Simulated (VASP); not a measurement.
# GaN (F-43m) in VASP: G0W0 quasiparticle levels with PBE

Aim: the G0W0 quasiparticle levels of GaN with PBE.

Everything below comes from runs of VASP 6.6.1. Logs are shortened: lines on timing, memory, paths and dates and some standing lists are left out, and cuts for length are marked.

### 1 The cell of the first run

The structure is cubic, space group F-43m (No. 216). Conventional cell: a = 4.498 Å, b = 4.498 Å, c = 4.498 Å, α = 90.00°, β = 90.00°, γ = 90.00°. Ga (site symmetry -43m) has 4 N at 1.95 Å within 2.6 Å. Within 2.6 Å of N (site symmetry -43m) lie 4 Ga at 1.95 Å.

### 2 G0W0 quasiparticle levels, PBE

The input, POSCAR:

```
GaN
1.0
    0.0000000000      2.2489525451      2.2489525451
    2.2489525451      0.0000000000      2.2489525451
    2.2489525451      2.2489525451      0.0000000000
Ga N
1 1
Direct
    0.0000000000      0.0000000000      0.0000000000
    0.2500000000      0.2500000000      0.2500000000
```

The input, INCAR.step1:

```
ALGO = Normal
EDIFF = 1E-8
ENCUT = 500
GGA = PE
ISMEAR = 0
LASPH = T
LCHARG = F
LREAL = F
LWAVE = T
NELM = 80
PREC = Accurate
SIGMA = 0.01
```

The input, INCAR.step2:

```
ALGO = Exact
EDIFF = 1E-8
ENCUT = 500
GGA = PE
ISMEAR = 0
ISTART = 1
LASPH = T
LCHARG = F
LOPTICS = T
LREAL = F
LWAVE = T
NBANDS = 45
NELM = 1
PREC = Accurate
SIGMA = 0.01
```

The input, INCAR.step3:

```
ALGO = EVGW0
EDIFF = 1E-8
ENCUT = 500
ENCUTGW = 80.0
GGA = PE
ISMEAR = 0
ISTART = 1
LASPH = T
LCHARG = F
LREAL = F
LWAVE = F
NBANDS = 45
NBANDSGW = 17
NELMGW = 1
NOMEGA = 48
PREC = Accurate
PRECFOCK = Fast
SIGMA = 0.01
```

The input, KPOINTS:

```
k-points
0
Gamma
  6 6 6
```

Potentials or basis: VASP PAW PBE potentials, release 64 (Ga_d_GW, N_GW).

Run with:

```sh
cat potpaw_PBE.64/Ga_d_GW/POTCAR potpaw_PBE.64/N_GW/POTCAR > POTCAR
cp INCAR.step1 INCAR
mpirun -np 1 vasp_std > vasp.out
cp INCAR.step2 INCAR
mpirun -np 1 vasp_std > vasp.out
cp INCAR.step3 INCAR
mpirun -np 1 vasp_std > vasp.out
```

OUTCAR:

```text
EDIFF = 1E-8
   ENCUT = 500
   ENCUTGW = 80.0
   GGA = PE
   ISMEAR = 0
   ISTART = 1
   LASPH = T
   LREAL = F
   NELMGW = 1
   PREC = Accurate
   PRECFOCK = Fast

 ion  position               nearest neighbor table
   1  0.000  0.000  0.000-   2 1.95   2 1.95   2 1.95   2 1.95
   2  0.250  0.250  0.250-   1 1.95   1 1.95   1 1.95   1 1.95

  LATTYP: Found a face centered cubic cell.
 ALAT       =     4.4979050902

  Lattice vectors:

 A1 = (   0.0000000000,   2.2489525451,   2.2489525451)
 A2 = (   2.2489525451,   0.0000000000,   2.2489525451)
 A3 = (   2.2489525451,   2.2489525451,   0.0000000000)

Analysis of symmetry for initial positions (statically):
=====================================================================
 Subroutine PRICEL returns:
 Original cell was already a primitive cell.

 Routine SETGRP: Setting up the symmetry group for a
 face centered cubic supercell.

 Subroutine GETGRP returns: Found 24 space group operations
 (whereof 24 operations were pure point group operations)
 out of a pool of 48 trial point group operations.

The static configuration has the point symmetry T_d .

Analysis of symmetry for dynamics (positions and initial velocities):
=====================================================================
 Subroutine PRICEL returns:
 Original cell was already a primitive cell.

 Routine SETGRP: Setting up the symmetry group for a
 face centered cubic supercell.

 Subroutine GETGRP returns: Found 24 space group operations
 (whereof 24 operations were pure point group operations)
 out of a pool of 48 trial point group operations.

The dynamic configuration has the point symmetry T_d .

 Subroutine INISYM returns: Found 24 space group operations
 (whereof 24 operations are pure point group operations),
 and found     1 'primitive' translations

----------------------------------------------------------------------------------------

                                     Primitive cell

  volume of cell :      22.7494

  direct lattice vectors                    reciprocal lattice vectors
     0.000000000  2.248952545  2.248952545    -0.222325723  0.222325723  0.222325723
[... 46 lines left out ...]
  0.500000  0.000000  0.000000      4.000000
  0.166667  0.166667  0.000000      6.000000
  0.333333  0.166667  0.000000     24.000000
[... 8 lines left out ...]
 -0.333333  0.333333  0.166667     24.000000
 -0.333333  0.500000  0.166667     12.000000
   k-points           NKPTS =     16   k-points in BZ     NKDIM =    216   number of bands    NBANDS=     45
   number of dos      NEDOS =    301   number of ions     NIONS =      2
   total plane-waves  NPLWV =  13824
   dimension x,y,z NGX =    24 NGY =   24 NGZ =   24
   dimension x,y,z NGXF=    48 NGYF=   48 NGZF=   48
   ions per type =               1   1
   NGX,Y,Z   is equivalent  to a cutoff of  12.54, 12.54, 12.54 a.u.
   NGXF,Y,Z  is equivalent  to a cutoff of  25.09, 25.09, 25.09 a.u.
 SYSTEM =  unknown system
   PREC   = accura    normal or accurate (medium, high low for compatibility)
   ISTART =      1    job   : 0-new  1-cont  2-samecut
   ICHARG =      0    charge: 1-file 2-atom 10-const
   ISPIN  =      1    spin polarized calculation?
   LNONCOLLINEAR =      F non collinear calculations
   LSORBIT =      F    spin-orbit coupling
   LASPH  =      T    aspherical Exc in radial PAW
   ENCUT  =  500.0 eV  36.75 Ry    6.06 a.u.   5.80  5.80  5.80*2*pi/ulx,y,z
   NELM   =     60;   NELMIN=  2; NELMDL=  0     # of ELM steps
   EDIFF  = 0.1E-07   stopping-criterion for ELM
   LREAL  =      F    real-space projection
   EDIFFG = 0.1E-06   stopping-criterion for IOM
   NSW    =      0    number of steps for IOM
   IBRION =     -1    ionic relax: 0-MD 1-quasi-New 2-CG
   NFREE  =      0    steps in history (QN), initial steepest desc. (CG)
   ISIF   =      0    stress and relaxation
   ISYM   =      3    0-nonsym 1-usesym 2-fastsym
   POTIM  = 0.5000    time-step for ionic-motion
   TEBEG  =    0.0;   TEEND  =   0.0 temperature during run
   PSTRESS=    0.0 pullay stress
   NELECT =      18.0000    total number of electrons
   NUPDOWN=      -1.0000    fix difference up-down
   EMIN   =  10.00;   EMAX   =-10.00  energy-range for DOS
   EFERMI =   0.00;   METHOD = LEGACY
   ISMEAR =     0;   SIGMA  =   0.01  broadening in eV -4-tet -1-fermi 0-gaus
   EFERMI_NEDOS =   21; number of points for ismear=-14 and -15
   IALGO  =     38    algorithm
   IMIX   =      4    mixing-type and parameters
     AMIX     =   0.40;   BMIX     =  1.00
     AMIX_MAG =   1.60;   BMIX_MAG =  1.00
  volume/ion in A,a.u.               =      11.37        76.76
  Fermi-wavevector in a.u.,A,eV,Ry     =   1.514173  2.861371 31.194330  2.292719
  Thomas-Fermi vector in A             =   2.623866
   LORBIT       =      0    0 simple, 1 ext, 2 COOP (PROOUT), +10 PAW based schemes
   GGA     = PE    functional components
   LHFCALC =     T    Hartree Fock is set to
   PRECFOCK=fast      Normal, Fast or Accurate (Low or Medium for compatibility)
   ENCUT4O =  -1.0   cutoff for four orbital integrals eV
   NKREDX  =     1    reduce k-point grid by
   NKREDY  =     1    reduce k-point grid by
   NKREDZ  =     1    reduce k-point grid by
   AEXX    =    1.0000 exact exchange contribution
   HFSCREEN=    0.0000 screening length (either q_TF or 0.3 A-1)
   HFSCREENC=   0.0000 screening length for correlation (either q_TF or 0.3 A-1)
   ENCUTFOCK=  -1.0 apply spherical cutoff to Coloumb kernel
   IVDW    =     0    specifies the selected vdW correction
   LEPSILON=     F    determine dielectric tensor
   LRPA    =     F    only Hartree local field effects (RPA)
   LRPAFORCE           =     F    calculate RPA forces
   ENCUTGW             =  80.0    cutoff for response function in eV
   ENCUTGWSOFT         =  64.0    soft cutoff for Coulomb kernel in GW response function in eV
   ENCUTLF             =  -1.0    cutoff for local field effects
   NELMGW              =     1    number of iterations in solving QP/BSE equation
   NELMHF              =     1    number of iterations in the inner HF iteration
   NKREDLFX            =     1    NKREDLFY  =   1   NKREDLFZ  =   1
 non-spin polarized calculation
 Gauss-broadening in eV      SIGMA  =   0.01
  energy-cutoff  :      500.00
  volume of cell :       22.75
 maximum number of plane-waves:       589
  NGX = 14; NGY = 14; NGZ = 14
   NGX = 11   NGY = 11   NGZ = 11
 maximum number of plane-waves:        40
 NGX is ok and might be reduce to    12

 QP shifts <psi_nk| G(iteration)W_0 |psi_nk>: iteration 1
 for sc-GW calculations column KS-energies equals QP-energies in previous step
 and V_xc(KS)=  KS-energies - (<T + V_ion + V_H > + <T+V_H+V_ion>^1  + <V_x>^1)

 k-point   1 :       0.0000    0.0000    0.0000
  band No.  KS-energies  QP-energies   sigma(KS)   V_xc(KS)     V^pw_x(r,r')   Z            occupation Imag(sigma)

      1     -10.8176     -11.7053     -16.1897     -14.8634     -24.6039       0.6693       2.0000       1.0964
      2      -8.3324     -11.9047     -26.3721     -21.4817     -34.7834       0.7305       2.0000       0.2490
      3      -8.3324     -11.9047     -26.3721     -21.4817     -34.7834       0.7305       2.0000       0.2490
      4      -8.3324     -11.9047     -26.3721     -21.4817     -34.7834       0.7305       2.0000       0.2490
      5      -8.0098     -11.7392     -26.8563     -21.8059     -35.1839       0.7384       2.0000       0.1867
      6      -8.0098     -11.7392     -26.8563     -21.8059     -35.1839       0.7384       2.0000       0.1867
[... 311 lines left out ...]
      3      -8.1270     -11.8036     -26.7021     -21.7105     -35.1098       0.7365       2.0000       0.2317
      4      -8.0187     -11.7283     -26.8784     -21.8548     -35.2823       0.7384       2.0000       0.2210
      5      -7.9702     -11.7038     -26.9005     -21.8510     -35.2531       0.7394       2.0000       0.1931
      6      -6.1021      -8.3889     -22.9276     -19.7889     -30.7682       0.7286       2.0000       0.4397
[... 9 lines left out ...]
     16      28.2112      29.5314     -11.1414     -12.8017      -4.5395       0.7952       0.0000      -1.1193
     17      29.6287      31.0711     -10.6889     -12.4777      -4.5656       0.8064       0.0000      -0.9621
```

OUTCAR.step1:

```text
EDIFF = 1E-8
   ENCUT = 500
   GGA = PE
   ISMEAR = 0
   LASPH = T
[... 465 lines left out ...]
 -----------------------------------------------------------------------------------
      0.00000      0.00000      0.00000        -0.000000     -0.000000      0.000000
      1.12448      1.12448      1.12448         0.000000      0.000000     -0.000000
 -----------------------------------------------------------------------------------
    total drift:                                0.000016      0.000016      0.000016

  FREE ENERGIE OF THE ION-ELECTRON SYSTEM (eV)
  ---------------------------------------------------
  free  energy   TOTEN  =       -12.1358659248 eV

  energy  without entropy=      -12.1358659248  energy(sigma->0) =      -12.13586592
```

Wall time 1.7 min (1 thread of Intel Xeon 6975P-C (Granite Rapids), shared host); peak memory 0.29 GiB.

Results:

```yaml
Quasiparticle_gap: 2.82 eV
Least_direct_quasiparticle_gap: 2.82 eV
Band_gap_of_the_starting_levels_on_the_mesh: 1.77 eV
Least_direct_gap_of_the_starting_levels_on_the_mesh: 1.77 eV
```

Caveat: the k points lie up to 0.40 Å⁻¹ apart; bands, screening cutoff and mesh are small and nothing is extrapolated, so the quasiparticle values aren't converged.
